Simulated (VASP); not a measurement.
A run of VASP 6.6.1 is set up as follows.

Contents of INCAR:

```
  ALGO = Fast
  EDIFF = 1E-7
  ENCUT = 520
  GGA = PE
  ISIF = 2
  ISMEAR = 0
  LASPH = True
  LCHARG = True
  LELF = True
  LREAL = False
  LVHAR = True
  LWAVE = False
  NBANDS = 8
  NELM = 60
  PREC = Accurate
  SIGMA = 0.15
```

File KPOINTS:

```
k-points
0
Gamma
  20 20 20
```

Contents of POSCAR:

```
Al
1.0
    0.0885491250      2.0239800000      2.0239800000
    2.0239800000      0.0885491250      2.0239800000
    2.1125291250      2.1125291250      0.0000000000
Al
1
Direct
    0.0000000000      0.0000000000      0.0000000000
```

Potentials or basis: VASP PAW PBE potentials, release 64 (Al).

The run is started by

```bash
$ cat potpaw_PBE.64/Al/POTCAR > POTCAR
$ mpirun -np 1 vasp_std > vasp.out
```

**Question.** Predict the band gap on the k mesh.

**Answer.** Zero (an odd number of electrons rules out a gap without spin polarisation).

**Question.** What does it give for the pressure?

**Answer.** 0.3 GPa.

Stress tensor (GPa, compression positive):
```
 0.74 -2.95  0.00
-2.95  0.74  0.00
 0.00  0.00 -0.65
```

Caveat: the cell differs from its parent crystal (strain +0.0875 x Voigt [0, 0, 0, 0, 0, 1]).
